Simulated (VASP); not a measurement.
# Li (P-1) in VASP: single point with PBE

Aim: the single point of Li with PBE.

Everything below comes from runs of VASP 6.6.1. Logs are shortened: lines on timing, memory, paths and dates and some standing lists are left out, and cuts for length are marked.

### 1 The cell of the first run

The typed cell holds 2 atoms: a = 3.160 Å, b = 3.137 Å, c = 5.101 Å, α = 87.84°, β = 92.27°, γ = 119.49°.

### 2 Single point, PBE (atoms moved at random and the cell strained at random)

File INCAR:

```
PREC     = Accurate       # precision mode
ENCUT    = 520            # plane-wave cutoff, eV
EDIFF    = 1E-7           # SCF threshold, eV
ISMEAR   = 0              # smearing method
SIGMA    = 0.1            # smearing width, eV
LREAL    = F              # projectors in reciprocal space
LASPH    = T              # aspherical terms in the spheres
NELM     = 80             # most SCF steps
ALGO     = Fast           # electronic algorithm
ISIF     = 2              # what is computed and relaxed
LWAVE    = F              # write WAVECAR
LCHARG   = F              # write CHGCAR
GGA      = PE             # functional
NBANDS   = 10             # bands
```

File KPOINTS:

```
Automatic mesh
0
Gamma
  14 14 8
```

File POSCAR:

```
Li
1.0
    3.1592226849      0.0210925946     -0.0622200430
   -1.5613446197      2.7197629696      0.0589142367
   -0.1018600000      0.0525597600      5.0993153200
Li
2
Direct
    0.3627474241      0.7050898480      0.2942450422
    0.6372525759      0.2949101520      0.7057549578
```

Potentials or basis: VASP PAW PBE potentials, release 64 (Li_sv).

Command:

```bash
$ cat potpaw_PBE.64/Li_sv/POTCAR > POTCAR
$ mpirun -np 1 vasp_std > vasp.out
```

OUTCAR:

```text
PREC = Accurate
   ENCUT = 520
   EDIFF = 1E-7
   ISMEAR = 0
   LREAL = F
   LASPH = T
   NELM = 80
   ISIF = 2
   GGA = PE

 ion  position               nearest neighbor table
   1  0.363  0.705  0.294-
   2  0.637  0.295  0.706-

  LATTYP: Found a triclinic cell.
 ALAT       =     3.1599057271
 B/A-ratio  =     1.0040234645
 C/A-ratio  =     1.6141631456
 COS(alpha) =     0.0021973734
 COS(beta)  =     0.0395825877
 COS(gamma) =     0.5093246037

  Lattice vectors:

 A1 = (  -3.1592226849,  -0.0210925946,   0.0622200430)
 A2 = (  -1.5978780652,  -2.7408555642,   0.0033058063)
 A3 = (  -0.1018600000,   0.0525597600,   5.0993153200)

Analysis of symmetry for initial positions (statically):
=====================================================================
 Subroutine PRICEL returns:
 Original cell was already a primitive cell.

 Routine SETGRP: Setting up the symmetry group for a
 triclinic supercell.

 Subroutine GETGRP returns: Found  2 space group operations
 (whereof  2 operations were pure point group operations)
 out of a pool of  2 trial point group operations.

The static configuration has the point symmetry S_2 .

Analysis of symmetry for dynamics (positions and initial velocities):
=====================================================================
 Subroutine PRICEL returns:
 Original cell was already a primitive cell.

 Routine SETGRP: Setting up the symmetry group for a
 triclinic supercell.

 Subroutine GETGRP returns: Found  2 space group operations
 (whereof  2 operations were pure point group operations)
 out of a pool of  2 trial point group operations.

The dynamic configuration has the point symmetry S_2 .

 Subroutine INISYM returns: Found  2 space group operations
 (whereof  2 operations are pure point group operations),
 and found     1 'primitive' translations

----------------------------------------------------------------------------------------

                                     Primitive cell

  volume of cell :      43.9609

  direct lattice vectors                    reciprocal lattice vectors
     3.159222685  0.021092595 -0.062220043     0.315412631  0.180974052  0.004435101
    -1.561344620  2.719762970  0.058914237    -0.002521058  0.366314704 -0.003826045
    -0.101860000  0.052559760  5.099315320     0.003877680 -0.002023985  0.196203078

  length of vectors
     3.159905727  3.136618963  5.100603368     0.363670738  0.366343359  0.196251830

  position of ions in fractional coordinates (direct lattice)
     0.362747424  0.705089848  0.294245042
     0.637252576  0.294910152  0.705754958

  ion indices of the primitive-cell ions
   primitive index   ion index
                 1           1
                 2           2

----------------------------------------------------------------------------------------

 KPOINTS: Automatic mesh

Automatic generation of k-mesh.
 Grid dimensions read from file:
 generate k-points for:   14   14    8

 Generating k-lattice:

  Cartesian coordinates                     Fractional coordinates (reciprocal lattice)
     0.022529474  0.012926718  0.000316793     0.071428571 -0.000000000  0.000000000
    -0.000180076  0.026165336 -0.000273289     0.000000000  0.071428571  0.000000000
     0.000484710 -0.000252998  0.024525385     0.000000000  0.000000000  0.125000000

  Length of vectors
     0.025976481  0.026167383  0.024531479

  Shift w.r.t. Gamma in fractional coordinates (k-lattice)
     0.000000000  0.000000000  0.000000000

 Subroutine IBZKPT returns following result:
 ===========================================

 Found    788 irreducible k-points:

 Following reciprocal coordinates:
            Coordinates               Weight
  0.000000  0.000000  0.000000      1.000000
  0.071429  0.000000 -0.000000      2.000000
  0.142857 -0.000000  0.000000      2.000000
  0.214286 -0.000000  0.000000      2.000000
  0.285714 -0.000000 -0.000000      2.000000
  0.357143  0.000000  0.000000      2.000000
[... 16 lines left out ...]
  0.000000  0.142857  0.000000      2.000000
  0.071429  0.142857  0.000000      2.000000
 [... further k-points ...]
   k-points           NKPTS =    788   k-points in BZ     NKDIM =    788   number of bands    NBANDS=     10
   number of dos      NEDOS =    301   number of ions     NIONS =      2
   total plane-waves  NPLWV =  23040
   dimension x,y,z NGX =    24 NGY =   24 NGZ =   40
   dimension x,y,z NGXF=    48 NGYF=   48 NGZF=   80
   ions per type =               2
   NGX,Y,Z   is equivalent  to a cutoff of  12.63, 12.72, 13.04 a.u.
   NGXF,Y,Z  is equivalent  to a cutoff of  25.25, 25.44, 26.07 a.u.
 SYSTEM =  unknown system
   PREC   = accura    normal or accurate (medium, high low for compatibility)
   ISTART =      0    job   : 0-new  1-cont  2-samecut
   ICHARG =      2    charge: 1-file 2-atom 10-const
   ISPIN  =      1    spin polarized calculation?
   LNONCOLLINEAR =      F non collinear calculations
   LSORBIT =      F    spin-orbit coupling
   LASPH  =      T    aspherical Exc in radial PAW
   ENCUT  =  520.0 eV  38.22 Ry    6.18 a.u.   5.88  5.83  9.48*2*pi/ulx,y,z
   NELM   =     80;   NELMIN=  2; NELMDL= -5     # of ELM steps
   EDIFF  = 0.1E-06   stopping-criterion for ELM
   LREAL  =      F    real-space projection
   EDIFFG = 0.1E-05   stopping-criterion for IOM
   NSW    =      0    number of steps for IOM
   IBRION =     -1    ionic relax: 0-MD 1-quasi-New 2-CG
   NFREE  =      0    steps in history (QN), initial steepest desc. (CG)
   ISIF   =      2    stress and relaxation
   ISYM   =      2    0-nonsym 1-usesym 2-fastsym
   POTIM  = 0.5000    time-step for ionic-motion
   TEBEG  =    0.0;   TEEND  =   0.0 temperature during run
   PSTRESS=    0.0 pullay stress
   NELECT =       6.0000    total number of electrons
   NUPDOWN=      -1.0000    fix difference up-down
   EMIN   =  10.00;   EMAX   =-10.00  energy-range for DOS
   EFERMI =   0.00;   METHOD = LEGACY
   ISMEAR =     0;   SIGMA  =   0.10  broadening in eV -4-tet -1-fermi 0-gaus
   EFERMI_NEDOS =   21; number of points for ismear=-14 and -15
   IALGO  =     68    algorithm
   IMIX   =      4    mixing-type and parameters
     AMIX     =   0.40;   BMIX     =  1.00
     AMIX_MAG =   1.60;   BMIX_MAG =  1.00
  volume/ion in A,a.u.               =      21.98       148.33
  Fermi-wavevector in a.u.,A,eV,Ry     =   0.842888  1.592826  9.666387  0.710459
  Thomas-Fermi vector in A             =   1.957666
   LORBIT       =      0    0 simple, 1 ext, 2 COOP (PROOUT), +10 PAW based schemes
   GGA     = PE    functional components
   LHFCALC =     F    Hartree Fock is set to
   AEXX    =    0.0000 exact exchange contribution
   IVDW    =     0    specifies the selected vdW correction
   LEPSILON=     F    determine dielectric tensor
   LRPA    =     F    only Hartree local field effects (RPA)
 non-spin polarized calculation
 RMM-DIIS sequential band-by-band and
 Gauss-broadening in eV      SIGMA  =   0.10
  energy-cutoff  :      520.00
  volume of cell :       43.96
 maximum number of plane-waves:      1200
   NGX = 11   NGY = 11   NGZ = 19

 number of electron       5.9999994 magnetization

 Free energy of the ion-electron system (eV)
  ---------------------------------------------------
  ext. energy  EPLUGINS =         0.00000000
  ---------------------------------------------------
  free energy    TOTEN  =        -3.68437179 eV

  energy without entropy =       -3.67988627  energy(sigma->0) =       -3.68212903

 E-fermi :   0.3840     XC(G=0):  -6.8146

 val. band max:        0.3821888573   @ k =  -0.3571   0.5000   0.3750
 cond. band min:       0.3861734859   @ k =  -0.3571   0.2143   0.3750
 fundamental gap:      0.0039846287
 Fermi energy:         0.3839975435

 k-point     1 :       0.0000    0.0000    0.0000
  band No.  band energies     occupation
      1     -46.2796      2.00000
      2     -46.2507      2.00000
      3      -3.0442      2.00000
      4       0.6272      0.00058
      5       2.9284      0.00000
      6      11.6944      0.00000
      7      12.1276      0.00000
      8      12.8307      0.00000
      9      13.8493      0.00000
     10      15.0103      0.00000

 k-point     2 :       0.0714    0.0000   -0.0000
  band No.  band energies     occupation
      1     -46.2790      2.00000
      2     -46.2506      2.00000
      3      -2.9684      2.00000
      4       0.7247      0.00000
      5       2.9702      0.00000
      6      10.9579      0.00000
      7      11.3296      0.00000
      8      13.0933      0.00000
      9      14.1086      0.00000
     10      14.9269      0.00000

 k-point     3 :       0.1429   -0.0000    0.0000
  band No.  band energies     occupation
      1     -46.2772      2.00000
      2     -46.2501      2.00000
      3      -2.7410      2.00000
      4       1.0170      0.00000
      5       3.0899      0.00000
      6       9.2617      0.00000
      7      10.5182      0.00000
      8      12.9456      0.00000
      9      13.7248      0.00000
     10      14.4024      0.00000

 k-point     4 :       0.2143   -0.0000    0.0000
  band No.  band energies     occupation
      1     -46.2747      2.00000
      2     -46.2496      2.00000
      3      -2.3627      2.00000
      4       1.5026      0.00000
      5       3.2546      0.00000
      6       7.5780      0.00000
      7       9.7562      0.00000
      8      11.7665      0.00000
      9      12.7723      0.00000
     10      13.2496      0.00000

 k-point     5 :       0.2857   -0.0000   -0.0000
  band No.  band energies     occupation
      1     -46.2717      2.00000
      2     -46.2490      2.00000
      3      -1.8358      2.00000
      4       2.1769      0.00000
      5       3.3342      0.00000
      6       6.2053      0.00000
      7       9.1294      0.00000
      8      10.1189      0.00000
      9      11.1464      0.00000
     10      12.7637      0.00000

 k-point     6 :       0.3571    0.0000    0.0000
  band No.  band energies     occupation
      1     -46.2690      2.00000
      2     -46.2486      2.00000
      3      -1.1712      2.00000
      4       2.9062      0.00000
      5       3.0827      0.00000
      6       5.5669      0.00000
      7       8.5001      0.00000
      8       8.6755      0.00000
      9       9.6317      0.00000
     10      12.4534      0.00000
[... 183 lines left out ...]
 k-point    21 :      -0.1429    0.0714    0.0000
  band No.  band energies     occupation
      1     -46.2777      2.00000
      2     -46.2503      2.00000
      3      -2.8140      2.00000
      4       0.9205      0.00000
      5       3.0537      0.00000
      6      10.0250      0.00000
      7      10.4274      0.00000
      8      12.9652      0.00000
      9      13.9484      0.00000
     10      14.6409      0.00000

 k-point    22 :      -0.0714    0.0714   -0.0000
  band No.  band energies     occupation
      1     -46.2789      2.00000
      2     -46.2506      2.00000
      3      -2.9665      2.00000
      4       0.7261      0.00000
      5       2.9689      0.00000
      6      11.0665      0.00000
      7      11.4064      0.00000
      8      12.9174      0.00000
      9      14.0376      0.00000
     10      14.8707      0.00000

 k-point    23 :       0.0000    0.1429    0.0000
  band No.  band energies     occupation
      1     -46.2766      2.00000
      2     -46.2506      2.00000
      3      -2.7365      2.00000
      4       1.0246      0.00000
      5       3.0640      0.00000
      6       9.4975      0.00000
      7      10.4697      0.00000
      8      13.1324      0.00000
      9      13.6057      0.00000
     10      14.1054      0.00000

 k-point    24 :       0.0714    0.1429    0.0000
  band No.  band energies     occupation
      1     -46.2749      2.00000
      2     -46.2503      2.00000
      3      -2.5102      2.00000
      4       1.3177      0.00000
      5       3.1623      0.00000
      6       8.6188      0.00000
      7       9.3623      0.00000
      8      12.6444      0.00000
      9      13.2268      0.00000
     10      13.9034      0.00000

 [... further k-points ...]
[... 5 lines left out ...]
  --------------------------------------------------------------------------------------
  -------------------------------------------------------------------------------------
  Total       -0.3029401     -0.0522038      0.1504798     -0.1247610      0.0684226      0.0554183
  in kB      -11.0407983     -1.9025933      5.4843091     -4.5469747      2.4936957      2.0197468
  external PRESSURE =      -2.4863608 kB  Pullay stress =       0.0000000 kB

 VOLUME and BASIS-vectors are now :
 -----------------------------------------------------------------------------
  energy-cutoff  :      520.00
  volume of cell :       43.96
      direct lattice vectors                 reciprocal lattice vectors
     3.159222685  0.021092595 -0.062220043     0.315412631  0.180974052  0.004435101
    -1.561344620  2.719762970  0.058914237    -0.002521058  0.366314704 -0.003826045
    -0.101860000  0.052559760  5.099315320     0.003877680 -0.002023985  0.196203078

 POSITION                                       TOTAL-FORCE (eV/Angst)
 -----------------------------------------------------------------------------------
      0.01514      1.94079      1.51942        -0.045355     -0.051983     -0.527929
      1.48088      0.85262      3.57659         0.045355      0.051983      0.527929
 -----------------------------------------------------------------------------------
    total drift:                               -0.000000      0.000000      0.000000

  FREE ENERGIE OF THE ION-ELECTRON SYSTEM (eV)
  ---------------------------------------------------
  free  energy   TOTEN  =        -3.6843717921 eV

  energy  without entropy=       -3.6798862675  energy(sigma->0) =       -3.68212903
```

Run time: 2.6 min. Hardware: 1 thread of Intel Xeon Platinum 8559C (Emerald Rapids), shared host; peak memory 0.35 GiB.

Results:

```yaml
Free_energy: -3.6844 eV
Largest_force: 0.532 eV/Å
Band_gap_on_the_k_mesh: zero (band 3 reaches 2.10 eV, above the bottom of band 4 at -1.71 eV)
```

Forces on the atoms (eV/Å):
```
Li  -0.045 -0.052 -0.528
Li   0.045  0.052  0.528
```

Caveat: the cell differs from its parent crystal (atoms moved at random and the cell strained at random); the cutoff is under 1.25 times the usual one of these potentials, so pressure, stress and relaxed cells hold a basis-set (Pulay) error.
